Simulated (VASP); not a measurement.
TiB2:

```
Ti B
1.0
     3.02920    0.00000    0.00000
    -1.51460    2.62336    0.00000
     0.00000    0.00000    3.22840
Ti B
1 2
Direct
  0.00000 0.00000 0.00000
  0.66667 0.33333 0.50000
  0.33333 0.66667 0.50000
```

```yaml
Program: VASP 6.6.1
Task: relaxation of cell and atoms
Functional: revPBE
Dispersion: D3(BJ)
Potentials_or_basis: VASP PAW PBE potentials, release 64 (Ti_sv, B)
Cutoff: 600 eV
k_mesh: 10 × 10 × 8
Occupations: fermi-dirac, width 0.05 eV
Spin: no spin polarisation
```

At the start: pressure -11.8 GPa; volume 8.55 Å³/atom.

Q: Where does the relaxation end?

A: Over 7 steps the energy falls by 15.4 meV/atom and the volume is 8.16 Å³/atom (-4.6 %); space group P6/mmm (No. 191, to 0.1 Å) before and after.

Step by step:
| step | energy change (eV) | largest force (eV/Å) | pressure (GPa) | volume (Å³) |
| --- | --- | --- | --- | --- |
| 1 | 0.0000 | 0.0000 | -11.78 | 25.66 |
| 2 | -0.0007 | 0.0000 | 13.64 | 23.39 |
| 3 | -0.0451 | 0.0000 | -0.04 | 24.48 |
| 4 | -0.0451 | 0.0000 | 0.20 | 24.46 |
| 5 | -0.0461 | 0.0000 | 0.21 | 24.44 |
| 6 | -0.0461 | 0.0000 | 0.21 | 24.44 |
| 7 | -0.0461 | 0.0000 | -0.16 | 24.47 |

Final structure:
```
Ti B
1.0
     2.98898    0.00000    0.00000
    -1.49449    2.58853    0.00000
     0.00000    0.00000    3.16294
Ti B
1 2
Direct
  0.00000 0.00000 0.00000
  0.66667 0.33333 0.50000
  0.33333 0.66667 0.50000
```

Caveat: the PAW data sets were made with another functional, which shifts forces and pressure a little.
